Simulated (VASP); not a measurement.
# Ta4C3 (P4mm) in VASP: notebook

The runs below take Ta4C3 through single point, with r2SCAN.

All numbers are computed with VASP 6.6.1; they aren't measurements. Logs are shortened: lines on timing, memory, paths and dates and some standing lists are left out, and cuts for length are marked.

## 1. The cell of the first run

Symmetry: P4mm, No. 99, tetragonal system. The conventional cell has a = 4.425 Å, b = 4.425 Å, c = 8.550 Å, α = 90.00°, β = 90.00°, γ = 90.00°. Within 3.0 Å of Ta (site symmetry 4mm) lie 4 C at 2.21 Å and 4 Ta at 2.92 Å. Ta (site symmetry 4mm) has 4 C at 2.21 Å within 2.9 Å. Ta (site symmetry 2mm) has 4 C at 1.91 to 2.21 Å within 2.5 Å. Ta (site symmetry 2mm) has 4 C at 2.21 Å within 2.9 Å. Ta (site symmetry 4mm) has 6 C at 2.21 Å within 2.9 Å. Ta (site symmetry 4mm) has 6 C at 1.91 to 2.21 Å within 2.5 Å. C (site symmetry 4mm) has 6 Ta at 1.91 to 2.21 Å within 2.5 Å. C (site symmetry 4mm) has 6 Ta at 2.21 Å within 2.9 Å.

## 2. Single point, r2SCAN (the distance across one plane changed)

Contents of POSCAR:

```
Ta4C3
1.0
    0.0000000000     -4.4247933841      0.0000000000
    0.0000000000      0.0000000000     -4.4247933841
    8.5495867682      0.0000000000      0.0000000000
Ta C
8 6
Direct
    0.5000000000      0.5000000000      0.9057032383
    0.5000000000      0.5000000000      0.3881585307
    0.0000000000      0.5000000000      0.1293861769
    0.0000000000      0.5000000000      0.6469308845
    0.5000000000      1.0000000000      0.1293861769
    0.5000000000      1.0000000000      0.6469308845
    1.0000000000      1.0000000000      0.3881585307
    1.0000000000      1.0000000000      0.9057032383
    0.0000000000      1.0000000000      0.1293861769
    0.0000000000      1.0000000000      0.6469308845
    0.5000000000      1.0000000000      0.9057032383
    0.5000000000      1.0000000000      0.3881585307
    1.0000000000      0.5000000000      0.3881585307
    1.0000000000      0.5000000000      0.9057032383
```

Contents of INCAR.step1:

```
SYSTEM = Ta4C3
ALGO = Normal ; EDIFF = 1E-4
ENCUT = 520 ; GGA = PE
ISMEAR = 0 ; LASPH = .TRUE.
LCHARG = .FALSE. ; LREAL = .FALSE.
LWAVE = .TRUE. ; NBANDS = 69
NELM = 80 ; PREC = Accurate
SIGMA = 0.15
```

Contents of INCAR.step2:

```
SYSTEM = Ta4C3
ALGO = Normal ; EDIFF = 1E-6
ENCUT = 520 ; ISIF = 2
ISMEAR = 0 ; ISTART = 1
LASPH = .TRUE. ; LCHARG = .FALSE.
LMIXTAU = .TRUE. ; LREAL = .FALSE.
LWAVE = .FALSE. ; METAGGA = R2SCAN
NBANDS = 69 ; NELM = 80
PREC = Accurate ; SIGMA = 0.15
```

Contents of KPOINTS:

```
k-points
0
G
  9 9 5
  0 0 0
```

Potentials or basis: VASP PAW PBE potentials, release 64 (Ta_pv, C).

Started as:

```console
> cat potpaw_PBE.64/Ta_pv/POTCAR potpaw_PBE.64/C/POTCAR > POTCAR
> cp INCAR.step1 INCAR
> mpirun -np 1 vasp_std > vasp.out
> cp INCAR.step2 INCAR
> mpirun -np 1 vasp_std > vasp.out
```

OUTCAR:

```text
SYSTEM = Ta4C3
   EDIFF = 1E-6
   ENCUT = 520
   ISIF = 2
   ISMEAR = 0
   ISTART = 1
   LASPH = .TRUE.
   LREAL = .FALSE.
   METAGGA = R2SCAN
   NELM = 80
   PREC = Accurate

 ion  position               nearest neighbor table
   1  0.500  0.500  0.906-  11 2.21  14 2.21  11 2.21  14 2.21   5 2.92   3 2.92   3 2.92   5 2.92
                             6 3.13   4 3.13   4 3.13   6 3.13   8 3.13   8 3.13   8 3.13   8 3.13
   2  0.500  0.500  0.388-  12 2.21  13 2.21  12 2.21  13 2.21   5 3.13   3 3.13   3 3.13   5 3.13
                             6 3.13   4 3.13   4 3.13   6 3.13   7 3.13   7 3.13   7 3.13   7 3.13
   3  0.000  0.500  0.129-  14 1.91  13 2.21   9 2.21   9 2.21   1 2.92   8 2.92   8 2.92   1 2.92
                             2 3.13   7 3.13   7 3.13   2 3.13   5 3.13   5 3.13   5 3.13   5 3.13
   4  0.000  0.500  0.647-  14 2.21  13 2.21  10 2.21  10 2.21   1 3.13   8 3.13   8 3.13   1 3.13
                             2 3.13   7 3.13   7 3.13   2 3.13   6 3.13   6 3.13   6 3.13   6 3.13
   5  0.500  0.000  0.129-  11 1.91  12 2.21   9 2.21   9 2.21   1 2.92   1 2.92   8 2.92   8 2.92
                             2 3.13   7 3.13   7 3.13   2 3.13   3 3.13   3 3.13   3 3.13   3 3.13
   6  0.500  0.000  0.647-  11 2.21  12 2.21  10 2.21  10 2.21   1 3.13   1 3.13   8 3.13   8 3.13
                             2 3.13   7 3.13   7 3.13   2 3.13   4 3.13   4 3.13   4 3.13   4 3.13
   7  0.000  0.000  0.388-   9 2.21  10 2.21  12 2.21  13 2.21  13 2.21  12 2.21   3 3.13   3 3.13
                             5 3.13   5 3.13   6 3.13   4 3.13   6 3.13   4 3.13   2 3.13   2 3.13
   8  0.000  0.000  0.906-   9 1.91  10 2.21  11 2.21  14 2.21  14 2.21  11 2.21   3 2.92   3 2.92
                             5 2.92   5 2.92   6 3.13   4 3.13   6 3.13   4 3.13   1 3.13   1 3.13
   9  0.000  0.000  0.129-   8 1.91   7 2.21   3 2.21   5 2.21   3 2.21   5 2.21
  10  0.000  0.000  0.647-   8 2.21   7 2.21   4 2.21   6 2.21   4 2.21   6 2.21
  11  0.500  0.000  0.906-   5 1.91   6 2.21   1 2.21   8 2.21   1 2.21   8 2.21
  12  0.500  0.000  0.388-   5 2.21   6 2.21   2 2.21   7 2.21   2 2.21   7 2.21
  13  0.000  0.500  0.388-   3 2.21   4 2.21   2 2.21   7 2.21   7 2.21   2 2.21
  14  0.000  0.500  0.906-   3 1.91   4 2.21   1 2.21   8 2.21   8 2.21   1 2.21

  LATTYP: Found a simple tetragonal cell.
 ALAT       =     4.4247933841
 C/A-ratio  =     1.9322002241

  Lattice vectors:

 A1 = (   0.0000000000,  -4.4247933841,   0.0000000000)
 A2 = (   0.0000000000,   0.0000000000,  -4.4247933841)
 A3 = (   8.5495867682,   0.0000000000,   0.0000000000)

Analysis of symmetry for initial positions (statically):
=====================================================================
 Subroutine PRICEL returns:
 Original cell was already a primitive cell.

 Routine SETGRP: Setting up the symmetry group for a
 simple tetragonal supercell.

 Subroutine GETGRP returns: Found  8 space group operations
 (whereof  8 operations were pure point group operations)
 out of a pool of 16 trial point group operations.

The static configuration has the point symmetry C_4v.

Analysis of symmetry for dynamics (positions and initial velocities):
=====================================================================
 Subroutine PRICEL returns:
 Original cell was already a primitive cell.

 Routine SETGRP: Setting up the symmetry group for a
 simple tetragonal supercell.

 Subroutine GETGRP returns: Found  8 space group operations
 (whereof  8 operations were pure point group operations)
 out of a pool of 16 trial point group operations.

The dynamic configuration has the point symmetry C_4v.

 Subroutine INISYM returns: Found  8 space group operations
 (whereof  8 operations are pure point group operations),
 and found     1 'primitive' translations

----------------------------------------------------------------------------------------

                                     Primitive cell

  volume of cell :     167.3906

  direct lattice vectors                    reciprocal lattice vectors
     0.000000000 -4.424793384  0.000000000     0.000000000 -0.225999253  0.000000000
     0.000000000  0.000000000 -4.424793384     0.000000000  0.000000000 -0.225999253
     8.549586768  0.000000000  0.000000000     0.116964717  0.000000000  0.000000000

  length of vectors
     4.424793384  4.424793384  8.549586768     0.225999253  0.225999253  0.116964717

  position of ions in fractional coordinates (direct lattice)
     0.500000000  0.500000000  0.905703238
     0.500000000  0.500000000  0.388158531
     0.000000000  0.500000000  0.129386177
     0.000000000  0.500000000  0.646930885
     0.500000000  0.000000000  0.129386177
     0.500000000  0.000000000  0.646930885
     0.000000000  0.000000000  0.388158531
     0.000000000  0.000000000  0.905703238
     0.000000000  0.000000000  0.129386177
     0.000000000  0.000000000  0.646930885
     0.500000000  0.000000000  0.905703238
     0.500000000  0.000000000  0.388158531
     0.000000000  0.500000000  0.388158531
     0.000000000  0.500000000  0.905703238

  ion indices of the primitive-cell ions
   primitive index   ion index
                 1           1
                 2           2
                 3           3
                 4           4
                 5           5
                 6           6
                 7           7
                 8           8
                 9           9
                10          10
                11          11
                12          12
                13          13
                14          14

----------------------------------------------------------------------------------------

 KPOINTS: k-points

Automatic generation of k-mesh.
 Grid dimensions read from file:
 generate k-points for:    9    9    5

 Generating k-lattice:

  Cartesian coordinates                     Fractional coordinates (reciprocal lattice)
     0.000000000 -0.025111028  0.000000000     0.111111111  0.000000000  0.000000000
     0.000000000  0.000000000 -0.025111028     0.000000000  0.111111111  0.000000000
     0.023392943  0.000000000  0.000000000     0.000000000  0.000000000  0.200000000

  Length of vectors
     0.025111028  0.025111028  0.023392943

  Shift w.r.t. Gamma in fractional coordinates (k-lattice)
     0.000000000  0.000000000  0.000000000

 Subroutine IBZKPT returns following result:
 ===========================================

 Found     45 irreducible k-points:

 Following reciprocal coordinates:
            Coordinates               Weight
  0.000000  0.000000  0.000000      1.000000
  0.111111  0.000000  0.000000      4.000000
  0.222222  0.000000  0.000000      4.000000
  0.333333  0.000000  0.000000      4.000000
  0.444444  0.000000  0.000000      4.000000
  0.111111  0.111111  0.000000      4.000000
[... 16 lines left out ...]
  0.333333  0.111111  0.200000     16.000000
  0.444444  0.111111  0.200000     16.000000
 [... further k-points ...]
   k-points           NKPTS =     45   k-points in BZ     NKDIM =     45   number of bands    NBANDS=     69
   number of dos      NEDOS =    301   number of ions     NIONS =     14
   total plane-waves  NPLWV =  82944
   dimension x,y,z NGX =    36 NGY =   36 NGZ =   64
   dimension x,y,z NGXF=    72 NGYF=   72 NGZF=  128
   ions per type =               8   6
   NGX,Y,Z   is equivalent  to a cutoff of  13.53, 13.53, 12.44 a.u.
   NGXF,Y,Z  is equivalent  to a cutoff of  27.05, 27.05, 24.89 a.u.
 SYSTEM =  Ta4C3
   PREC   = accura    normal or accurate (medium, high low for compatibility)
   ISTART =      1    job   : 0-new  1-cont  2-samecut
   ICHARG =      0    charge: 1-file 2-atom 10-const
   ISPIN  =      1    spin polarized calculation?
   LNONCOLLINEAR =      F non collinear calculations
   LSORBIT =      F    spin-orbit coupling
   LASPH  =      T    aspherical Exc in radial PAW
   ENCUT  =  520.0 eV  38.22 Ry    6.18 a.u.   8.23  8.23 15.90*2*pi/ulx,y,z
   NELM   =     80;   NELMIN=  2; NELMDL=  0     # of ELM steps
   EDIFF  = 0.1E-05   stopping-criterion for ELM
   LREAL  =      F    real-space projection
   EDIFFG = 0.1E-04   stopping-criterion for IOM
   NSW    =      0    number of steps for IOM
   IBRION =     -1    ionic relax: 0-MD 1-quasi-New 2-CG
   NFREE  =      0    steps in history (QN), initial steepest desc. (CG)
   ISIF   =      2    stress and relaxation
   ISYM   =      2    0-nonsym 1-usesym 2-fastsym
   POTIM  = 0.5000    time-step for ionic-motion
   TEBEG  =    0.0;   TEEND  =   0.0 temperature during run
   PSTRESS=    0.0 pullay stress
   NELECT =     112.0000    total number of electrons
   NUPDOWN=      -1.0000    fix difference up-down
   EMIN   =  10.00;   EMAX   =-10.00  energy-range for DOS
   EFERMI =   0.00;   METHOD = LEGACY
   ISMEAR =     0;   SIGMA  =   0.15  broadening in eV -4-tet -1-fermi 0-gaus
   EFERMI_NEDOS =   21; number of points for ismear=-14 and -15
   IALGO  =     38    algorithm
   IMIX   =      4    mixing-type and parameters
     AMIX     =   0.40;   BMIX     =  1.00
     AMIX_MAG =   1.60;   BMIX_MAG =  1.00
  volume/ion in A,a.u.               =      11.96        80.69
  Fermi-wavevector in a.u.,A,eV,Ry     =   1.431871  2.705843 27.895395  2.050254
  Thomas-Fermi vector in A             =   2.551560
   LORBIT       =      0    0 simple, 1 ext, 2 COOP (PROOUT), +10 PAW based schemes
   METAGGA = R2SCAN    functional components
   LHFCALC =     F    Hartree Fock is set to
   AEXX    =    0.0000 exact exchange contribution
   IVDW    =     0    specifies the selected vdW correction
   LEPSILON=     F    determine dielectric tensor
   LRPA    =     F    only Hartree local field effects (RPA)
 non-spin polarized calculation
 Gauss-broadening in eV      SIGMA  =   0.15
  energy-cutoff  :      520.00
  volume of cell :      167.39
 maximum number of plane-waves:      4534
 NGX is ok and might be reduce to    36
   NGX = 17   NGY = 17   NGZ = 31

 number of electron     112.0000019 magnetization

 Free energy of the ion-electron system (eV)
  ---------------------------------------------------
  ext. energy  EPLUGINS =         0.00000000
  ---------------------------------------------------
  free energy    TOTEN  =      -453.74217238 eV

  energy without entropy =     -453.67910775  energy(sigma->0) =     -453.71064006

 E-fermi :   7.5816     XC(G=0): -14.1819

 val. band max:        7.5803039478   @ k =   0.3333   0.3333   0.4000
 cond. band min:       7.5914016359   @ k =   0.1111   0.1111   0.4000
 fundamental gap:      0.0110976880
 Fermi energy:         7.5815680500

 k-point     1 :       0.0000    0.0000    0.0000
  band No.  band energies     occupation
      1     -29.1166      2.00000
      2     -29.1064      2.00000
      3     -29.1064      2.00000
      4     -29.0195      2.00000
      5     -29.0002      2.00000
      6     -29.0002      2.00000
[... 60 lines left out ...]
     67      10.5142      0.00000
     68      10.9630      0.00000
[... 1631 lines left out ...]
     67      10.6654      0.00000
     68      10.8441      0.00000

 [... further k-points ...]

 [bands above 68 left out]

------------------------ aborting loop because EDIFF is reached ----------------------------------------

  FORCE on cell =-STRESS in cart. coord.  units (eV):
  Direction    XX          YY          ZZ          XY          YZ          ZX
  --------------------------------------------------------------------------------------
  -------------------------------------------------------------------------------------
  Total       36.7328879      9.6310912      9.6310912      0.0000000      0.0000000      0.0000000
  in kB      351.5884012     92.1838752     92.1838752      0.0000000      0.0000000      0.0000000
  external PRESSURE =     178.6520505 kB  Pullay stress =       0.0000000 kB

 VOLUME and BASIS-vectors are now :
 -----------------------------------------------------------------------------
  energy-cutoff  :      520.00
  volume of cell :      167.39
      direct lattice vectors                 reciprocal lattice vectors
     0.000000000 -4.424793384  0.000000000     0.000000000 -0.225999253  0.000000000
     0.000000000  0.000000000 -4.424793384     0.000000000  0.000000000 -0.225999253
     8.549586768  0.000000000  0.000000000     0.116964717  0.000000000  0.000000000

 POSITION                                       TOTAL-FORCE (eV/Angst)
 -----------------------------------------------------------------------------------
      7.74339     -2.21240     -2.21240        -1.079280      0.000000      0.000000
      3.31860     -2.21240     -2.21240         0.212963      0.000000      0.000000
      1.10620      0.00000     -2.21240         4.909444      0.000000      0.000000
      5.53099      0.00000     -2.21240         0.015051      0.000000      0.000000
      1.10620     -2.21240      0.00000         4.909444      0.000000      0.000000
      5.53099     -2.21240      0.00000         0.015051      0.000000      0.000000
      3.31860      0.00000      0.00000         0.095767      0.000000     -0.000000
      7.74339      0.00000      0.00000        -4.978704      0.000000     -0.000000
      1.10620      0.00000      0.00000         4.360288      0.000000      0.000000
      5.53099      0.00000      0.00000        -0.558197      0.000000     -0.000000
      7.74339     -2.21240      0.00000        -4.348759      0.000000     -0.000000
      3.31860     -2.21240      0.00000         0.397845      0.000000      0.000000
      3.31860      0.00000     -2.21240         0.397845      0.000000     -0.000000
      7.74339      0.00000     -2.21240        -4.348759      0.000000     -0.000000
 -----------------------------------------------------------------------------------
    total drift:                               -0.031074     -0.000000      0.000000

  FREE ENERGIE OF THE ION-ELECTRON SYSTEM (eV)
  ---------------------------------------------------
  free  energy   TOTEN  =      -453.7421723780 eV

  energy  without entropy=     -453.6791077509  energy(sigma->0) =     -453.71064006
```

It took 60 min on 1 thread of Oxide Virtual Turin-like, shared host; peak memory 0.51 GiB.

Results:

```
Free energy            : -453.7422 eV
Pressure               : 17.9 GPa
Largest force          : 4.979 eV/Å
Band gap on the k mesh : zero (bands 56 and 57 overlap by 0.77 eV)
```

Forces on the atoms (eV/Å):
```
Ta  -1.079  0.000  0.000
Ta   0.213  0.000  0.000
Ta   4.909  0.000  0.000
Ta   0.015  0.000  0.000
Ta   4.909  0.000  0.000
Ta   0.015  0.000  0.000
Ta   0.096  0.000  0.000
Ta  -4.979  0.000  0.000
C    4.360  0.000  0.000
C   -0.558  0.000  0.000
C   -4.349  0.000  0.000
C    0.398  0.000  0.000
C    0.398  0.000  0.000
C   -4.349  0.000  0.000
```

Stress tensor (GPa, compression positive):
```
35.16  0.00  0.00
 0.00  9.22  0.00
 0.00  0.00  9.22
```

Caveat: the cell differs from its parent crystal (the distance across one plane changed); the cell stands under pressure; the PAW data sets were made with another functional, which shifts forces and pressure a little; spin-orbit coupling is left out, which moves the levels of the heavy elements.

## 3. Single point, r2SCAN (the distance across one plane changed)

Contents of POSCAR:

```
Ta4C3
1.0
    0.0000000000     -4.4247933841      0.0000000000
    0.0000000000      0.0000000000     -4.4247933841
    9.3495867682      0.0000000000      0.0000000000
Ta C
8 6
Direct
    0.5000000000      0.5000000000      0.8282064881
    0.5000000000      0.5000000000      0.3549456377
    0.0000000000      0.5000000000      0.1183152126
    0.0000000000      0.5000000000      0.5915760629
    0.5000000000      1.0000000000      0.1183152126
    0.5000000000      1.0000000000      0.5915760629
    1.0000000000      1.0000000000      0.3549456377
    1.0000000000      1.0000000000      0.8282064881
    0.0000000000      1.0000000000      0.1183152126
    0.0000000000      1.0000000000      0.5915760629
    0.5000000000      1.0000000000      0.8282064881
    0.5000000000      1.0000000000      0.3549456377
    1.0000000000      0.5000000000      0.3549456377
    1.0000000000      0.5000000000      0.8282064881
```

Contents of INCAR.step1:

```
SYSTEM = Ta4C3
PREC = Accurate
ENCUT = 520
ISMEAR = 0
SIGMA = 0.15
LREAL = .FALSE.
LASPH = .TRUE.
NELM = 100
NBANDS = 69
GGA = PE
ALGO = Normal
EDIFF = 1E-4
LWAVE = .TRUE.
LCHARG = .FALSE.
```

Contents of INCAR.step2:

```
SYSTEM = Ta4C3
PREC = Accurate
ENCUT = 520
EDIFF = 1E-6
ISMEAR = 0
SIGMA = 0.15
LREAL = .FALSE.
LASPH = .TRUE.
NELM = 100
ALGO = Normal
ISIF = 2
LWAVE = .FALSE.
LCHARG = .TRUE.
METAGGA = R2SCAN
LMIXTAU = .TRUE.
LELF = .TRUE.
LVHAR = .TRUE.
NBANDS = 69
ISTART = 1
```

Contents of KPOINTS:

```
Automatic mesh
0
G
  9 9 5
  0 0 0
```

Potentials or basis: VASP PAW PBE potentials, release 64 (Ta_pv, C).

Started as:

```console
> cat potpaw_PBE.64/Ta_pv/POTCAR potpaw_PBE.64/C/POTCAR > POTCAR
> cp INCAR.step1 INCAR
> mpirun -np 1 vasp_std > vasp.out
> cp INCAR.step2 INCAR
> mpirun -np 1 vasp_std > vasp.out
```

Run time: 69 min. Hardware: 1 thread of Oxide Virtual Turin-like, shared host; peak memory 0.55 GiB.

The run converged. Its results:

```yaml
Free_energy: -454.1254 eV
Pressure: -7.8 GPa
Largest_force: 1.523 eV/Å
Band_gap_on_the_k_mesh: zero (bands 56 and 57 overlap by 0.82 eV)
```

Forces on the atoms (eV/Å):
```
Ta   1.107  0.000  0.000
Ta  -0.364  0.000  0.000
Ta  -0.537  0.000  0.000
Ta  -0.352  0.000  0.000
Ta  -0.537  0.000  0.000
Ta  -0.352  0.000  0.000
Ta   0.389  0.000  0.000
Ta   0.073  0.000  0.000
C   -1.523  0.000  0.000
C    0.724  0.000  0.000
C    1.280  0.000  0.000
C   -0.594  0.000  0.000
C   -0.594  0.000  0.000
C    1.280  0.000  0.000
```

Stress tensor (GPa, compression positive):
```
-13.87   0.00   0.00
  0.00  -4.81   0.00
  0.00   0.00  -4.81
```

Levels at points of the mesh, in eV from the Fermi level:
```csv
k point,band 53,band 54,band 55,band 56,band 57,band 58,band 59,band 60
"(0.00, 0.00, 0.00)",-0.90,-0.75,-0.75,-0.74,-0.15,-0.15,0.20,0.40
```

Caveat: the cell differs from its parent crystal (the distance across one plane changed); the cell stands under tension; the PAW data sets were made with another functional, which shifts forces and pressure a little; spin-orbit coupling is left out, which moves the levels of the heavy elements.
